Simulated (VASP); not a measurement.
# Ge (P6_3/mmc) in VASP: further runs, part 2 of 2

VASP 6.6.1. The steps go on from the part before.

### Step 3. Single point, PBE

This run uses another cell than the first one, of 18.12 Å³/atom.

Input file INCAR:

```
SYSTEM = Ge
  PREC = Accurate
  ENCUT = 520
  EDIFF = 1E-6
  ISMEAR = 0
  SIGMA = 0.1
  LREAL = .FALSE.
  LASPH = .TRUE.
  NELM = 100
  ALGO = Normal
  ISIF = 2
  LWAVE = .FALSE.
  LCHARG = .FALSE.
  GGA = PE
  NBANDS = 51
```

Input file KPOINTS:

```
Automatic mesh
0
G
  6 6 2
  0 0 0
```

Input file POSCAR:

```
Ge
1.0
    3.6671355600      0.0000000000      0.0000000000
   -1.8335677800      3.1758325500      0.0000000000
    0.0000000000      0.0000000000      9.3342282500
Ge
6
Direct
    0.0000000000      0.0000000000      0.5000000000
    0.0000000000      0.0000000000      0.0000000000
    0.6666666700      0.3333333300      0.3797952800
    0.3333333300      0.6666666700      0.6202047200
    0.3333333300      0.6666666700      0.8797952800
    0.6666666700      0.3333333300      0.1202047200
```

Potentials or basis: VASP PAW PBE potentials, release 64 (Ge_d).

Started as:

```bash
> cat potpaw_PBE.64/Ge_d/POTCAR > POTCAR
> mpirun -np 1 vasp_std > vasp.out
```

OUTCAR:

```text
SYSTEM = Ge
   PREC = Accurate
   ENCUT = 520
   EDIFF = 1E-6
   ISMEAR = 0
   LREAL = .FALSE.
   LASPH = .TRUE.
   NELM = 100
   ISIF = 2
   GGA = PE

 ion  position               nearest neighbor table
   1  0.000  0.000  0.500-   3 2.40   4 2.40   4 2.40   3 2.40   3 2.40   4 2.40
   2  0.000  0.000  0.000-   5 2.40   6 2.40   5 2.40   6 2.40   6 2.40   5 2.40
   3  0.667  0.333  0.380-   1 2.40   1 2.40   1 2.40   6 2.42
   4  0.333  0.667  0.620-   1 2.40   1 2.40   1 2.40   5 2.42
   5  0.333  0.667  0.880-   2 2.40   2 2.40   2 2.40   4 2.42
   6  0.667  0.333  0.120-   2 2.40   2 2.40   2 2.40   3 2.42

  LATTYP: Found a hexagonal cell.
 ALAT       =     3.6671355600
 C/A-ratio  =     2.5453731113

  Lattice vectors:

 A1 = (   3.6671355600,   0.0000000000,   0.0000000000)
 A2 = (  -1.8335677800,   3.1758325500,   0.0000000000)
 A3 = (   0.0000000000,   0.0000000000,   9.3342282500)

Analysis of symmetry for initial positions (statically):
=====================================================================
 Subroutine PRICEL returns:
 Original cell was already a primitive cell.

 Routine SETGRP: Setting up the symmetry group for a
 hexagonal supercell.

 Subroutine GETGRP returns: Found 24 space group operations
 (whereof 12 operations were pure point group operations)
 out of a pool of 24 trial point group operations.

The static configuration has the point symmetry D_3d.
 The point group associated with its full space group is D_6h.

Analysis of symmetry for dynamics (positions and initial velocities):
=====================================================================
 Subroutine PRICEL returns:
 Original cell was already a primitive cell.

 Routine SETGRP: Setting up the symmetry group for a
 hexagonal supercell.

 Subroutine GETGRP returns: Found 24 space group operations
 (whereof 12 operations were pure point group operations)
 out of a pool of 24 trial point group operations.

The dynamic configuration has the point symmetry D_3d.
[... 120 lines left out ...]
  Thomas-Fermi vector in A             =   2.613529
   LORBIT       =      0    0 simple, 1 ext, 2 COOP (PROOUT), +10 PAW based schemes
   GGA     = PE    functional components
   LHFCALC =     F    Hartree Fock is set to
   AEXX    =    0.0000 exact exchange contribution
   IVDW    =     0    specifies the selected vdW correction
   LEPSILON=     F    determine dielectric tensor
   LRPA    =     F    only Hartree local field effects (RPA)
 non-spin polarized calculation
 Gauss-broadening in eV      SIGMA  =   0.10
  energy-cutoff  :      520.00
  volume of cell :      108.71
 maximum number of plane-waves:      2950
 NGX is ok and might be reduce to    28
   NGX = 13   NGY = 13   NGZ = 35

 number of electron      83.9999974 magnetization

 Free energy of the ion-electron system (eV)
  ---------------------------------------------------
  ext. energy  EPLUGINS =         0.00000000
  ---------------------------------------------------
  free energy    TOTEN  =       -22.92482844 eV

  energy without entropy =      -22.91496656  energy(sigma->0) =      -22.91989750

 E-fermi :   7.3547     XC(G=0): -11.1457

 val. band max:        7.3004711776   @ k =   0.0000   0.0000   0.0000
 cond. band min:       7.4003790372   @ k =   0.3333   0.1667   0.0000
 fundamental gap:      0.0999078597
 Fermi energy:         7.3546684953

 k-point     1 :       0.0000    0.0000    0.0000
  band No.  band energies     occupation
      1     -18.0208      2.00000
      2     -18.0208      2.00000
      3     -17.9960      2.00000
      4     -17.9960      2.00000
      5     -17.8610      2.00000
      6     -17.8610      2.00000
[... 745 lines left out ...]
     50      13.7342      0.00000
     51      14.3491      0.00000

------------------------ aborting loop because EDIFF is reached ----------------------------------------

  FORCE on cell =-STRESS in cart. coord.  units (eV):
  Direction    XX          YY          ZZ          XY          YZ          ZX
  --------------------------------------------------------------------------------------
  -------------------------------------------------------------------------------------
  Total       19.4613634     19.4613634     15.8191796      0.0000000      0.0000000      0.0000000
  in kB      286.8275537    286.8275530    233.1479293      0.0000000      0.0000000      0.0000000
  external PRESSURE =     268.9343453 kB  Pullay stress =       0.0000000 kB

 VOLUME and BASIS-vectors are now :
 -----------------------------------------------------------------------------
  energy-cutoff  :      520.00
  volume of cell :      108.71
      direct lattice vectors                 reciprocal lattice vectors
     3.667135560  0.000000000  0.000000000     0.272692401  0.157439031  0.000000000
    -1.833567780  3.175832550  0.000000000     0.000000000  0.314878062  0.000000000
     0.000000000  0.000000000  9.334228250     0.000000000  0.000000000  0.107132585

 POSITION                                       TOTAL-FORCE (eV/Angst)
 -----------------------------------------------------------------------------------
      0.00000      0.00000      4.66711        -0.000000      0.000000      0.000000
      0.00000      0.00000      0.00000        -0.000000      0.000000      0.000000
      1.83357      1.05861      3.54510         0.000000      0.000000     -2.112257
     -0.00000      2.11722      5.78913         0.000000      0.000000      2.112257
     -0.00000      2.11722      8.21221         0.000000     -0.000000     -2.112257
      1.83357      1.05861      1.12202        -0.000000     -0.000000      2.112257
 -----------------------------------------------------------------------------------
    total drift:                                0.000000      0.000000      0.000000

  FREE ENERGIE OF THE ION-ELECTRON SYSTEM (eV)
  ---------------------------------------------------
  free  energy   TOTEN  =       -22.9248284431 eV

  energy  without entropy=      -22.9149665624  energy(sigma->0) =      -22.91989750
```

It took 2 min on 1 thread of Intel Xeon 8259CL, shared host; peak memory 0.23 GiB.

Results:

| Quantity | Value |
| --- | --- |
| Free energy | -22.9248 eV |
| Pressure | 26.9 GPa |
| Largest force | 2.112 eV/Å |
| Band gap on the k mesh | zero (bands 42 and 43 overlap by 1.34 eV) |

Forces in eV/Å, atoms in the order of the input:
```
Ge   0.000  0.000  0.000
Ge   0.000  0.000  0.000
Ge   0.000  0.000 -2.112
Ge   0.000  0.000  2.112
Ge   0.000  0.000 -2.112
Ge   0.000  0.000  2.112
```

Stress tensor (GPa, compression positive):
```
28.68  0.00  0.00
 0.00 28.68  0.00
 0.00  0.00 23.31
```

Caveat: the stress differs along the axes, from 23 to 29 GPa; forces of over 1 eV/Å act on the atoms, so gaps and moduli don't describe the material at rest.

The gap in the log of VASP goes by the Fermi energy; the results here count the filled bands.